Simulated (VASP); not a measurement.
# CdSe (P6_3mc) in VASP: settings compared

CdSe is run at these levels: PBE, r2SCAN; tasks: single point.

All numbers are computed with VASP 6.6.1; they aren't measurements. Logs are shortened: lines on timing, memory, paths and dates and some standing lists are left out, and cuts for length are marked.

### 1 The cell of the first run

It takes space group P6_3mc (No. 186, hexagonal). The conventional cell has a = 4.341 Å, b = 4.341 Å, c = 7.077 Å, α = 90.00°, β = 90.00°, γ = 120.00°. Cd (site symmetry 3m) has 4 Se at 2.66 Å within 3.5 Å. Se (site symmetry 3m) has 4 Cd at 2.66 Å within 3.5 Å.

### 2 Single point, PBE

Input file INCAR:

```
ALGO = Normal
EDIFF = 1E-7
ENCUT = 520
GGA = PE
ISIF = 2
ISMEAR = -1
LASPH = True
LCHARG = False
LREAL = False
LWAVE = False
NBANDS = 26
NELM = 60
PREC = Accurate
SIGMA = 0.02
```

Input file KPOINTS:

```
k-points
0
Gamma
  12 12 4
```

Input file POSCAR:

```
CdSe
1.0
    4.3407236653      0.0000000000      0.0000000000
   -2.1703618326      3.7591769650      0.0000000000
    0.0000000000      0.0000000000      7.0766459824
Cd Se
2 2
Direct
    0.3333333333      0.6666666667     -0.0004760037
    0.6666666667      0.3333333333      0.4995239963
    0.3333333333      0.6666666667      0.3754760037
    0.6666666667      0.3333333333      0.8754760037
```

Potentials or basis: VASP PAW PBE potentials, release 64 (Cd, Se).

Started as:

```bash
> cat potpaw_PBE.64/Cd/POTCAR potpaw_PBE.64/Se/POTCAR > POTCAR
> mpirun -np 1 vasp_std > vasp.out
```

OUTCAR:

```text
EDIFF = 1E-7
   ENCUT = 520
   GGA = PE
   ISIF = 2
   ISMEAR = -1
   LASPH = True
   LREAL = False
   NELM = 60
   PREC = Accurate

 ion  position               nearest neighbor table
   1  0.333  0.667  1.000-   4 2.66   4 2.66   4 2.66   3 2.66
   2  0.667  0.333  0.500-   3 2.66   3 2.66   3 2.66   4 2.66
   3  0.333  0.667  0.375-   2 2.66   2 2.66   2 2.66   1 2.66
   4  0.667  0.333  0.875-   1 2.66   1 2.66   1 2.66   2 2.66

  LATTYP: Found a hexagonal cell.
 ALAT       =     4.3407236653
 C/A-ratio  =     1.6302917504

  Lattice vectors:

 A1 = (   4.3407236653,   0.0000000000,   0.0000000000)
 A2 = (  -2.1703618326,   3.7591769650,   0.0000000000)
 A3 = (   0.0000000000,   0.0000000000,   7.0766459824)

Analysis of symmetry for initial positions (statically):
=====================================================================
 Subroutine PRICEL returns:
 Original cell was already a primitive cell.

 Routine SETGRP: Setting up the symmetry group for a
 hexagonal supercell.

 Subroutine GETGRP returns: Found 12 space group operations
 (whereof  6 operations were pure point group operations)
 out of a pool of 24 trial point group operations.

The static configuration has the point symmetry C_3v.
 The point group associated with its full space group is C_6v.

Analysis of symmetry for dynamics (positions and initial velocities):
=====================================================================
 Subroutine PRICEL returns:
 Original cell was already a primitive cell.

 Routine SETGRP: Setting up the symmetry group for a
 hexagonal supercell.

 Subroutine GETGRP returns: Found 12 space group operations
 (whereof  6 operations were pure point group operations)
 out of a pool of 24 trial point group operations.

The dynamic configuration has the point symmetry C_3v.
 The point group associated with its full space group is C_6v.

 Subroutine INISYM returns: Found 12 space group operations
 (whereof  6 operations are pure point group operations),
 and found     1 'primitive' translations

----------------------------------------------------------------------------------------

                                     Primitive cell

[... 82 lines left out ...]
   NGX,Y,Z   is equivalent  to a cutoff of  12.26, 12.26, 12.69 a.u.
   NGXF,Y,Z  is equivalent  to a cutoff of  24.51, 24.51, 25.37 a.u.
 SYSTEM =  unknown system
   PREC   = accura    normal or accurate (medium, high low for compatibility)
   ISTART =      0    job   : 0-new  1-cont  2-samecut
   ICHARG =      2    charge: 1-file 2-atom 10-const
   ISPIN  =      1    spin polarized calculation?
   LNONCOLLINEAR =      F non collinear calculations
   LSORBIT =      F    spin-orbit coupling
   LASPH  =      T    aspherical Exc in radial PAW
   ENCUT  =  520.0 eV  38.22 Ry    6.18 a.u.   8.07  8.07 13.16*2*pi/ulx,y,z
   NELM   =     60;   NELMIN=  2; NELMDL= -5     # of ELM steps
   EDIFF  = 0.1E-06   stopping-criterion for ELM
   LREAL  =      F    real-space projection
   EDIFFG = 0.1E-05   stopping-criterion for IOM
   NSW    =      0    number of steps for IOM
   IBRION =     -1    ionic relax: 0-MD 1-quasi-New 2-CG
   NFREE  =      0    steps in history (QN), initial steepest desc. (CG)
   ISIF   =      2    stress and relaxation
   ISYM   =      2    0-nonsym 1-usesym 2-fastsym
   POTIM  = 0.5000    time-step for ionic-motion
   TEBEG  =    0.0;   TEEND  =   0.0 temperature during run
   PSTRESS=    0.0 pullay stress
   NELECT =      36.0000    total number of electrons
   NUPDOWN=      -1.0000    fix difference up-down
   EMIN   =  10.00;   EMAX   =-10.00  energy-range for DOS
   EFERMI =   0.00;   METHOD = LEGACY
   ISMEAR =    -1;   SIGMA  =   0.02  broadening in eV -4-tet -1-fermi 0-gaus
   EFERMI_NEDOS =   21; number of points for ismear=-14 and -15
   IALGO  =     38    algorithm
   IMIX   =      4    mixing-type and parameters
     AMIX     =   0.40;   BMIX     =  1.00
     AMIX_MAG =   1.60;   BMIX_MAG =  1.00
  volume/ion in A,a.u.               =      28.87       194.81
  Fermi-wavevector in a.u.,A,eV,Ry     =   1.110064  2.097718 16.765686  1.232243
  Thomas-Fermi vector in A             =   2.246612
   LORBIT       =      0    0 simple, 1 ext, 2 COOP (PROOUT), +10 PAW based schemes
   GGA     = PE    functional components
   LHFCALC =     F    Hartree Fock is set to
   AEXX    =    0.0000 exact exchange contribution
   IVDW    =     0    specifies the selected vdW correction
   LEPSILON=     F    determine dielectric tensor
   LRPA    =     F    only Hartree local field effects (RPA)
 non-spin polarized calculation
  energy-cutoff  :      520.00
  volume of cell :      115.47
 maximum number of plane-waves:      3130
   NGX = 17   NGY = 17   NGZ = 27

 number of electron      36.0000000 magnetization

 Free energy of the ion-electron system (eV)
  ---------------------------------------------------
  ext. energy  EPLUGINS =         0.00000000
  ---------------------------------------------------
  free energy    TOTEN  =       -10.97355968 eV

  energy without entropy =      -10.97355968  energy(sigma->0) =      -10.97355968

 E-fermi :   1.0569     XC(G=0):  -8.7621

 val. band max:        0.7415587527   @ k =   0.0000   0.0000   0.0000
 cond. band min:       1.3520486090   @ k =   0.0000   0.0000   0.0000
 fundamental gap:      0.6104898563
 Fermi energy:         1.0569005823

 k-point     1 :       0.0000    0.0000    0.0000
  band No.  band energies     occupation
      1     -11.7152      2.00000
      2     -11.3600      2.00000
      3      -7.1007      2.00000
      4      -7.0951      2.00000
      5      -7.0951      2.00000
      6      -7.0321      2.00000
[... 685 lines left out ...]
     25       8.2081      0.00000
     26       9.3108      0.00000

 [... further k-points ...]
[... 5 lines left out ...]
  --------------------------------------------------------------------------------------
  -------------------------------------------------------------------------------------
  Total        1.2306009      1.2306009      1.2832361      0.0000000      0.0000000      0.0000000
  in kB       17.0743988     17.0743988     17.8047043      0.0000000      0.0000000      0.0000000
  external PRESSURE =      17.3178339 kB  Pullay stress =       0.0000000 kB

 VOLUME and BASIS-vectors are now :
 -----------------------------------------------------------------------------
  energy-cutoff  :      520.00
  volume of cell :      115.47
      direct lattice vectors                 reciprocal lattice vectors
     4.340723665  0.000000000  0.000000000     0.230376333  0.133007838  0.000000000
    -2.170361833  3.759176965  0.000000000     0.000000000  0.266015676  0.000000000
     0.000000000  0.000000000  7.076645982     0.000000000  0.000000000  0.141309881

 POSITION                                       TOTAL-FORCE (eV/Angst)
 -----------------------------------------------------------------------------------
     -0.00000      2.50612      7.07328        -0.000000      0.000000      0.001469
      2.17036      1.25306      3.53495         0.000000      0.000000      0.001469
     -0.00000      2.50612      2.65711        -0.000000      0.000000     -0.001469
      2.17036      1.25306      6.19543         0.000000     -0.000000     -0.001469
 -----------------------------------------------------------------------------------
    total drift:                               -0.000000     -0.000000      0.000224

  FREE ENERGIE OF THE ION-ELECTRON SYSTEM (eV)
  ---------------------------------------------------
  free  energy   TOTEN  =       -10.9735596791 eV

  energy  without entropy=      -10.9735596782  energy(sigma->0) =      -10.97355968
```

OSZICAR:

```text
N       E                     dE             d eps       ncg     rms          rms(c)
DAV:   1     0.240335509163E+03    0.24034E+03   -0.17061E+04  2964   0.124E+03
DAV:   2     0.129519226982E+01   -0.23904E+03   -0.23173E+03  3238   0.307E+02
DAV:   3    -0.116191990953E+02   -0.12914E+02   -0.12841E+02  3534   0.709E+01
DAV:   4    -0.117302668093E+02   -0.11107E+00   -0.11096E+00  3276   0.622E+00
DAV:   5    -0.117309492753E+02   -0.68247E-03   -0.68243E-03  3420   0.472E-01    0.833E+00
DAV:   6    -0.110065049112E+02    0.72444E+00   -0.12478E+00  3516   0.107E+01    0.662E+00
DAV:   7    -0.109740026927E+02    0.32502E-01   -0.50317E-01  3114   0.358E+00    0.259E+00
DAV:   8    -0.109732174326E+02    0.78526E-03   -0.48757E-02  3086   0.219E+00    0.375E-01
DAV:   9    -0.109733096296E+02   -0.92197E-04   -0.67143E-03  3240   0.926E-01    0.977E-02
DAV:  10    -0.109734714410E+02   -0.16181E-03   -0.77822E-04  3114   0.298E-01    0.713E-02
DAV:  11    -0.109735651190E+02   -0.93678E-04   -0.22231E-04  3054   0.838E-02    0.282E-02
DAV:  12    -0.109735574991E+02    0.76199E-05   -0.40499E-05  3288   0.650E-02    0.811E-03
DAV:  13    -0.109735597118E+02   -0.22128E-05   -0.10070E-05  3046   0.209E-02    0.640E-03
DAV:  14    -0.109735596791E+02    0.32783E-07   -0.60498E-07  3148   0.496E-03
   1 F= -.10973560E+02 E0= -.10973560E+02  d E =-.898548E-09
```

It took 54 s on 1 thread of Intel Xeon 6975P-C (Granite Rapids), shared host; peak memory 0.31 GiB.

What came out:

```yaml
Free_energy: -10.9736 eV
Pressure: 1.7 GPa
Band_gap_on_the_k_mesh: 0.61 eV, direct
```

### 3 Single point, PBE (uniaxial z strain +1.0%)

Input file INCAR:

```
PREC     = Accurate       # precision mode
ENCUT    = 520            # plane-wave cutoff, eV
EDIFF    = 1E-7           # SCF threshold, eV
ISMEAR   = -1             # smearing method
SIGMA    = 0.02           # smearing width, eV
LREAL    = False          # projectors in reciprocal space
LASPH    = True           # aspherical terms in the spheres
NELM     = 100            # most SCF steps
ALGO     = Normal         # electronic algorithm
ISIF     = 2              # what is computed and relaxed
LWAVE    = False          # write WAVECAR
LCHARG   = False          # write CHGCAR
GGA      = PE             # functional
NBANDS   = 26             # bands
```

Input file KPOINTS:

```
regular mesh
0
Gamma
  12 12 4
```

Input file POSCAR:

```
CdSe
1.0
    4.3407236653      0.0000000000      0.0000000000
   -2.1703618326      3.7591769650      0.0000000000
    0.0000000000      0.0000000000      7.1474124423
Cd Se
2 2
Direct
    0.3333333333      0.6666666667      0.0005782422
    0.6666666667      0.3333333333      0.5005782422
    0.3333333333      0.6666666667      0.3744217578
    0.6666666667      0.3333333333      0.8744217578
```

Potentials or basis: VASP PAW PBE potentials, release 64 (Cd, Se).

Started as:

```bash
> cat potpaw_PBE.64/Cd/POTCAR potpaw_PBE.64/Se/POTCAR > POTCAR
> mpirun -np 1 vasp_std > vasp.out
```

It took 57 s on 1 thread of Intel Xeon 6975P-C (Granite Rapids), shared host; peak memory 0.31 GiB.

The run converged. Its results:

| Property | Result |
| --- | --- |
| Free energy | -10.9836 eV |
| Pressure | 1.2 GPa |
| Band gap on the k mesh | 0.57 eV, direct |

Stress tensor (GPa, compression positive):
```
1.33 0.00 0.00
0.00 1.33 0.00
0.00 0.00 0.98
```

Levels at points of the mesh, in eV from the valence-band top:
```tsv
k point	band 16	band 17	band 18	band 19	band 20	band 21
(0.00, 0.00, 0.00)	-0.08	0.00	0.00	0.57	2.22	5.88
(0.50, 0.00, 0.00)	-1.73	-1.27	-0.71	3.11	3.36	4.73
(0.00, 0.00, 0.50)	-0.37	-0.37	-0.37	2.31	2.31	5.77
(0.50, 0.00, 0.50)	-1.32	-1.26	-1.26	2.88	2.88	4.83
```

Caveat: the cell differs from its parent crystal (uniaxial z strain +1.0%).

### 4 Single point, r2SCAN

Input file POSCAR:

```
CdSe
1.0
    4.3407236653      0.0000000000      0.0000000000
   -2.1703618326      3.7591769650      0.0000000000
    0.0000000000      0.0000000000      7.0766459824
Cd Se
2 2
Direct
    0.3333333333      0.6666666667     -0.0004760037
    0.6666666667      0.3333333333      0.4995239963
    0.3333333333      0.6666666667      0.3754760037
    0.6666666667      0.3333333333      0.8754760037
```

Input file INCAR.step1:

```
SYSTEM = CdSe
PREC = Accurate ; ENCUT = 520
ISMEAR = 0 ; SIGMA = 0.01
LREAL = .False. ; LASPH = .True.
NELM = 80 ; NBANDS = 26
GGA = PE ; ALGO = Normal
EDIFF = 1E-4 ; LWAVE = .True.
LCHARG = .False.
```

Input file INCAR.step2:

```
SYSTEM = CdSe
PREC = Accurate ; ENCUT = 520
EDIFF = 1E-6 ; ISMEAR = 0
SIGMA = 0.01 ; LREAL = .False.
LASPH = .True. ; NELM = 80
ALGO = Normal ; ISIF = 2
LWAVE = .False. ; LCHARG = .False.
METAGGA = R2SCAN ; LMIXTAU = .True.
NBANDS = 26 ; ISTART = 1
```

Input file KPOINTS:

```
regular mesh
0
Gamma
  12 12 4
  0 0 0
```

Started as:

```bash
> cat potpaw_PBE.64/Cd/POTCAR potpaw_PBE.64/Se/POTCAR > POTCAR
> cp INCAR.step1 INCAR
> mpirun -np 1 vasp_std > vasp.out
> cp INCAR.step2 INCAR
> mpirun -np 1 vasp_std > vasp.out
```

It took 3.1 min on 1 thread of Intel Xeon 6975P-C (Granite Rapids), shared host; peak memory 0.34 GiB.

The run converged. Its results:

```yaml
Free_energy: -71.8329 eV
Pressure: 0.2 GPa
Band_gap_on_the_k_mesh: 1.09 eV, direct
```

Levels at points of the mesh, in eV from the valence-band top:
| k point | band 14 | band 15 | band 16 | band 17 | band 18 | band 19 | band 20 | band 21 | band 22 | band 23 |
| --- | --- | --- | --- | --- | --- | --- | --- | --- | --- | --- |
| (0.00, 0.00, 0.00) | -0.74 | -0.74 | -0.04 | 0.00 | 0.00 | 1.09 | 2.64 | 6.38 | 6.38 | 6.69 |
| (0.50, 0.00, 0.00) | -3.53 | -2.58 | -1.80 | -1.28 | -0.73 | 3.63 | 3.71 | 5.10 | 6.55 | 6.93 |
| (0.00, 0.00, 0.50) | -2.56 | -0.38 | -0.38 | -0.38 | -0.38 | 2.78 | 2.78 | 6.27 | 6.27 | 6.76 |
| (0.50, 0.00, 0.50) | -4.10 | -1.31 | -1.31 | -1.31 | -1.31 | 3.33 | 3.33 | 5.27 | 5.27 | 8.12 |

Caveat: the PAW data sets were made with another functional, which shifts forces and pressure a little. r2SCAN opens gaps a little over a GGA but as a rule still falls short of measured ones.

### 5 Summary

```tsv
level	cell	smearing	gap on the mesh (eV)	pressure (GPa)
PBE	a = 4.341, b = 4.341, c = 7.077 Å, angles 90.0, 90.0, 120.0°, 4 atoms	fermi-dirac 0.02 eV	0.61	1.7
PBE	a = 4.341, b = 4.341, c = 7.147 Å, angles 90.0, 90.0, 120.0°, 4 atoms	fermi-dirac 0.02 eV	0.57	1.2
r2SCAN	a = 4.341, b = 4.341, c = 7.077 Å, angles 90.0, 90.0, 120.0°, 4 atoms	gaussian 0.01 eV	1.09	0.2
```

Alike in all rows: task single point; potentials or basis VASP PAW PBE potentials, release 64 (Cd, Se); no spin polarisation; k mesh 12 × 12 × 4; cutoff (eV) 520.

Caveats: the PAW data sets were made with another functional, which shifts forces and pressure a little (some runs).

Total energies depend on the potentials used, so only differences within one code and one set of settings carry meaning.
